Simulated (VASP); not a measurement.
# Ga (Cmce) in VASP: further runs

The runs below take Ga through single point, with PBE.

Everything below comes from runs of VASP 6.6.1. Logs are shortened: lines on timing, memory, paths and dates and some standing lists are left out, and cuts for length are marked.

## 1. The cell of the first run

Symmetry: Cmce, No. 64, orthorhombic system. The conventional cell has a = 4.622 Å, b = 7.746 Å, c = 4.546 Å, α = 90.00°, β = 90.00°, γ = 90.00°. Ga (site symmetry m) has 7 Ga at 2.53 to 2.84 Å within 3.3 Å.

## 2. Single point, PBE

The input, INCAR:

```
PREC = Accurate
ENCUT = 520
EDIFF = 1E-6
ISMEAR = -1
SIGMA = 0.1
LREAL = F
LASPH = T
NELM = 60
ALGO = Normal
ISIF = 2
LWAVE = F
LCHARG = F
GGA = PE
NBANDS = 34
```

The input, KPOINTS:

```
regular mesh
0
Gamma
  8 8 7
```

The input, POSCAR:

```
Ga
1.0
    2.3107968683     -3.8729233244      0.0000000000
    2.3107968683      3.8729233244      0.0000000000
    0.0000000000      0.0000000000      4.5463111460
Ga
4
Direct
    0.8442122196      0.1557877804      0.0839449706
    0.6557877804      0.3442122196      0.5839449706
    0.1557877804      0.8442122196      0.9160550294
    0.3442122196      0.6557877804      0.4160550294
```

Potentials or basis: VASP PAW PBE potentials, release 64 (Ga_d).

The run is started by

```sh
$ cat potpaw_PBE.64/Ga_d/POTCAR > POTCAR
$ mpirun -np 1 vasp_std > vasp.out
```

OUTCAR:

```text
PREC = Accurate
   ENCUT = 520
   EDIFF = 1E-6
   ISMEAR = -1
   LREAL = F
   LASPH = T
   NELM = 60
   ISIF = 2
   GGA = PE

 ion  position               nearest neighbor table
   1  0.844  0.156  0.084-   3 2.53   2 2.70   2 2.70   4 2.76   4 2.76   3 2.84   3 2.84
   2  0.656  0.344  0.584-   4 2.53   1 2.70   1 2.70   3 2.76   3 2.76   4 2.84   4 2.84
   3  0.156  0.844  0.916-   1 2.53   4 2.70   4 2.70   2 2.76   2 2.76   1 2.84   1 2.84
   4  0.344  0.656  0.416-   2 2.53   3 2.70   3 2.70   1 2.76   1 2.76   2 2.84   2 2.84

  LATTYP: Found a base centered orthorhombic cell.
 ALAT       =     4.6215937366
 B/A-ratio  =     1.6760120189
 C/A-ratio  =     0.9837106862

  Lattice vectors:

 A1 = (   2.3107968683,  -3.8729233244,   0.0000000000)
 A2 = (   2.3107968683,   3.8729233244,   0.0000000000)
 A3 = (   0.0000000000,   0.0000000000,   4.5463111460)

Analysis of symmetry for initial positions (statically):
=====================================================================
 Subroutine PRICEL returns:
 Original cell was already a primitive cell.

 Routine SETGRP: Setting up the symmetry group for a
 base centered orthorhombic supercell.

 Subroutine GETGRP returns: Found  8 space group operations
 (whereof  4 operations were pure point group operations)
 out of a pool of  8 trial point group operations.

The static configuration has the point symmetry C_2h.
 The point group associated with its full space group is D_2h.

Analysis of symmetry for dynamics (positions and initial velocities):
=====================================================================
 Subroutine PRICEL returns:
 Original cell was already a primitive cell.

 Routine SETGRP: Setting up the symmetry group for a
 base centered orthorhombic supercell.

 Subroutine GETGRP returns: Found  8 space group operations
 (whereof  4 operations were pure point group operations)
 out of a pool of  8 trial point group operations.

The dynamic configuration has the point symmetry C_2h.
 The point group associated with its full space group is D_2h.

 Subroutine INISYM returns: Found  8 space group operations
 (whereof  4 operations are pure point group operations),
 and found     1 'primitive' translations

----------------------------------------------------------------------------------------

                                     Primitive cell

  volume of cell :      81.3748

  direct lattice vectors                    reciprocal lattice vectors
     2.310796868 -3.872923324  0.000000000     0.216375575 -0.129101446  0.000000000
     2.310796868  3.872923324  0.000000000     0.216375575  0.129101446  0.000000000
     0.000000000  0.000000000  4.546311146     0.000000000  0.000000000  0.219958548

  length of vectors
     4.509913219  4.509913219  4.546311146     0.251963435  0.251963435  0.219958548

  position of ions in fractional coordinates (direct lattice)
     0.844212220  0.155787780  0.083944971
     0.655787780  0.344212220  0.583944971
     0.155787780  0.844212220  0.916055029
     0.344212220  0.655787780  0.416055029

  ion indices of the primitive-cell ions
   primitive index   ion index
                 1           1
                 2           2
                 3           3
                 4           4

----------------------------------------------------------------------------------------

 KPOINTS: regular mesh

Automatic generation of k-mesh.
 Grid dimensions read from file:
 generate k-points for:    8    8    7

 Generating k-lattice:

  Cartesian coordinates                     Fractional coordinates (reciprocal lattice)
     0.027046947 -0.016137681  0.000000000     0.125000000  0.000000000  0.000000000
     0.027046947  0.016137681  0.000000000     0.000000000  0.125000000  0.000000000
     0.000000000  0.000000000  0.031422650     0.000000000  0.000000000  0.142857143

  Length of vectors
     0.031495429  0.031495429  0.031422650

  Shift w.r.t. Gamma in fractional coordinates (k-lattice)
     0.000000000  0.000000000  0.000000000

 Subroutine IBZKPT returns following result:
 ===========================================

 Found     84 irreducible k-points:

 Following reciprocal coordinates:
            Coordinates               Weight
  0.000000  0.000000  0.000000      1.000000
  0.125000  0.000000  0.000000      4.000000
  0.250000  0.000000  0.000000      4.000000
  0.375000 -0.000000  0.000000      4.000000
  0.500000  0.000000  0.000000      2.000000
  0.125000  0.125000  0.000000      2.000000
[... 16 lines left out ...]
  0.125000  0.000000  0.142857      8.000000
  0.250000  0.000000  0.142857      8.000000
 [... further k-points ...]
   k-points           NKPTS =     84   k-points in BZ     NKDIM =     84   number of bands    NBANDS=     34
   number of dos      NEDOS =    301   number of ions     NIONS =      4
   total plane-waves  NPLWV =  46656
   dimension x,y,z NGX =    36 NGY =   36 NGZ =   36
   dimension x,y,z NGXF=    72 NGYF=   72 NGZF=   72
   ions per type =               4
   NGX,Y,Z   is equivalent  to a cutoff of  13.27, 13.27, 13.16 a.u.
   NGXF,Y,Z  is equivalent  to a cutoff of  26.54, 26.54, 26.33 a.u.
 SYSTEM =  unknown system
   PREC   = accura    normal or accurate (medium, high low for compatibility)
   ISTART =      0    job   : 0-new  1-cont  2-samecut
   ICHARG =      2    charge: 1-file 2-atom 10-const
   ISPIN  =      1    spin polarized calculation?
   LNONCOLLINEAR =      F non collinear calculations
   LSORBIT =      F    spin-orbit coupling
   LASPH  =      T    aspherical Exc in radial PAW
   ENCUT  =  520.0 eV  38.22 Ry    6.18 a.u.   8.39  8.39  8.45*2*pi/ulx,y,z
   NELM   =     60;   NELMIN=  2; NELMDL= -5     # of ELM steps
   EDIFF  = 0.1E-05   stopping-criterion for ELM
   LREAL  =      F    real-space projection
   EDIFFG = 0.1E-04   stopping-criterion for IOM
   NSW    =      0    number of steps for IOM
   IBRION =     -1    ionic relax: 0-MD 1-quasi-New 2-CG
   NFREE  =      0    steps in history (QN), initial steepest desc. (CG)
   ISIF   =      2    stress and relaxation
   ISYM   =      2    0-nonsym 1-usesym 2-fastsym
   POTIM  = 0.5000    time-step for ionic-motion
   TEBEG  =    0.0;   TEEND  =   0.0 temperature during run
   PSTRESS=    0.0 pullay stress
   NELECT =      52.0000    total number of electrons
   NUPDOWN=      -1.0000    fix difference up-down
   EMIN   =  10.00;   EMAX   =-10.00  energy-range for DOS
   EFERMI =   0.00;   METHOD = LEGACY
   ISMEAR =    -1;   SIGMA  =   0.10  broadening in eV -4-tet -1-fermi 0-gaus
   EFERMI_NEDOS =   21; number of points for ismear=-14 and -15
   IALGO  =     38    algorithm
   IMIX   =      4    mixing-type and parameters
     AMIX     =   0.40;   BMIX     =  1.00
     AMIX_MAG =   1.60;   BMIX_MAG =  1.00
  volume/ion in A,a.u.               =      20.34       137.29
  Fermi-wavevector in a.u.,A,eV,Ry     =   1.410087  2.664679 27.053093  1.988346
  Thomas-Fermi vector in A             =   2.532077
   LORBIT       =      0    0 simple, 1 ext, 2 COOP (PROOUT), +10 PAW based schemes
   GGA     = PE    functional components
   LHFCALC =     F    Hartree Fock is set to
   AEXX    =    0.0000 exact exchange contribution
   IVDW    =     0    specifies the selected vdW correction
   LEPSILON=     F    determine dielectric tensor
   LRPA    =     F    only Hartree local field effects (RPA)
 non-spin polarized calculation
  energy-cutoff  :      520.00
  volume of cell :       81.37
 maximum number of plane-waves:      2211
 NGX is ok and might be reduce to    36
   NGX = 17   NGY = 17   NGZ = 17

 number of electron      52.0000004 magnetization

 Free energy of the ion-electron system (eV)
  ---------------------------------------------------
  ext. energy  EPLUGINS =         0.00000000
  ---------------------------------------------------
  free energy    TOTEN  =       -11.63870656 eV

  energy without entropy =      -11.60523242  energy(sigma->0) =      -11.62196949

 E-fermi :   4.7109     XC(G=0): -10.4642

 val. band max:        4.6790793464   @ k =  -0.3750   0.2500   0.1429
 cond. band min:       4.7356530874   @ k =  -0.2500   0.2500   0.2857
 fundamental gap:      0.0565737411
 Fermi energy:         4.7108743943

 k-point     1 :       0.0000    0.0000    0.0000
  band No.  band energies     occupation
      1     -10.3869      2.00000
      2     -10.3861      2.00000
      3     -10.3641      2.00000
      4     -10.3449      2.00000
      5     -10.3148      2.00000
      6     -10.2981      2.00000
[... 26 lines left out ...]
     33      11.4251      0.00000
     34      11.9310      0.00000

 k-point     2 :       0.1250    0.0000    0.0000
  band No.  band energies     occupation
      1     -10.3888      2.00000
      2     -10.3809      2.00000
      3     -10.3670      2.00000
      4     -10.3505      2.00000
      5     -10.3063      2.00000
      6     -10.2946      2.00000
[... 26 lines left out ...]
     33      11.3247      0.00000
     34      12.1098      0.00000

 k-point     3 :       0.2500    0.0000    0.0000
  band No.  band energies     occupation
      1     -10.3894      2.00000
      2     -10.3753      2.00000
      3     -10.3672      2.00000
      4     -10.3590      2.00000
      5     -10.3054      2.00000
      6     -10.2787      2.00000
[... 26 lines left out ...]
     33      10.6790      0.00000
     34      11.6422      0.00000
[... 704 lines left out ...]
 k-point    23 :       0.1250    0.0000    0.1429
  band No.  band energies     occupation
      1     -10.3989      2.00000
      2     -10.3740      2.00000
      3     -10.3574      2.00000
      4     -10.3544      2.00000
      5     -10.3089      2.00000
      6     -10.2872      2.00000
[... 26 lines left out ...]
     33      10.3465      0.00000
     34      11.7344      0.00000

 k-point    24 :       0.2500    0.0000    0.1429
  band No.  band energies     occupation
      1     -10.3965      2.00000
      2     -10.3813      2.00000
      3     -10.3674      2.00000
      4     -10.3436      2.00000
      5     -10.3085      2.00000
      6     -10.2880      2.00000
[... 26 lines left out ...]
     33      10.2930      0.00000
     34      12.6322      0.00000

 [... further k-points ...]

------------------------ aborting loop because EDIFF is reached ----------------------------------------

  FORCE on cell =-STRESS in cart. coord.  units (eV):
  Direction    XX          YY          ZZ          XY          YZ          ZX
  --------------------------------------------------------------------------------------
  -------------------------------------------------------------------------------------
  Total        0.0645161      0.0629885      0.0632168      0.0000000      0.0000000      0.0000000
  in kB        1.2702499      1.2401714      1.2446675      0.0000000      0.0000000      0.0000000
  external PRESSURE =       1.2516963 kB  Pullay stress =       0.0000000 kB

 VOLUME and BASIS-vectors are now :
 -----------------------------------------------------------------------------
  energy-cutoff  :      520.00
  volume of cell :       81.37
      direct lattice vectors                 reciprocal lattice vectors
     2.310796868 -3.872923324  0.000000000     0.216375575 -0.129101446  0.000000000
     2.310796868  3.872923324  0.000000000     0.216375575  0.129101446  0.000000000
     0.000000000  0.000000000  4.546311146     0.000000000  0.000000000  0.219958548

 POSITION                                       TOTAL-FORCE (eV/Angst)
 -----------------------------------------------------------------------------------
      2.31080     -2.66622      0.38164         0.000000      0.006943     -0.002238
      2.31080     -1.20671      2.65480         0.000000     -0.006943     -0.002238
      2.31080      2.66622      4.16467         0.000000     -0.006943      0.002238
      2.31080      1.20671      1.89152         0.000000      0.006943      0.002238
 -----------------------------------------------------------------------------------
    total drift:                                0.000000      0.000000     -0.000000

  FREE ENERGIE OF THE ION-ELECTRON SYSTEM (eV)
  ---------------------------------------------------
  free  energy   TOTEN  =       -11.6387065606 eV

  energy  without entropy=      -11.6052324232  energy(sigma->0) =      -11.62196949
```

Wall time 4.2 min (1 thread of Intel Xeon 8259CL, shared host); peak memory 0.31 GiB.

What came out:

| Property | Result |
| --- | --- |
| Free energy | -11.6387 eV |
| Pressure | 0.1 GPa |
| Largest force | 0.007 eV/Å |
| Band gap on the k mesh | zero (bands 26 and 27 overlap by 0.88 eV) |

Forces on the atoms (eV/Å):
```
Ga   0.000  0.007 -0.002
Ga   0.000 -0.007 -0.002
Ga   0.000 -0.007  0.002
Ga   0.000  0.007  0.002
```

(Part 1 of 2 ends here.)

The gap in the log of VASP goes by the Fermi energy; the results here count the filled bands.